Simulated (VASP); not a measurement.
Input of a VASP 6.6.1 run:

The input INCAR:

```
PREC = Accurate ; ENCUT = 520
EDIFF = 1E-7 ; ISMEAR = 0
SIGMA = 0.02 ; LREAL = F
LASPH = T ; NELM = 100
ALGO = Normal ; ISIF = 2
LWAVE = F ; LCHARG = F
GGA = PE ; IVDW = 12
NBANDS = 11
```

The input KPOINTS:

```
regular mesh
0
Gamma
  10 10 10
```

Contents of POSCAR:

```
BP
1.0
    0.0000000000      2.2538579701      2.2538579701
    2.2538579701      0.0000000000      2.2538579701
    2.2538579701      2.2538579701      0.0000000000
B P
1 1
Direct
    0.0000000000      0.0000000000      0.0000000000
    0.2500000000      0.2500000000      0.2500000000
```

Potentials or basis: VASP PAW PBE potentials, release 64 (B, P).

The run is started by

```sh
$ cat potpaw_PBE.64/B/POTCAR potpaw_PBE.64/P/POTCAR > POTCAR
$ mpirun -np 1 vasp_std > vasp.out
```

Question: What does it give for the band gap on the k mesh?

Answer: 1.21 eV, indirect (least direct gap 3.43 eV).

Question: Estimate the dispersion energy per atom.

Answer: -0.330 eV.

Question: Estimate the pressure.

Answer: -0.3 GPa.

A k mesh can miss the band edges. Expect the measured gap to be larger: semilocal functionals such as PBE lack the derivative discontinuity.
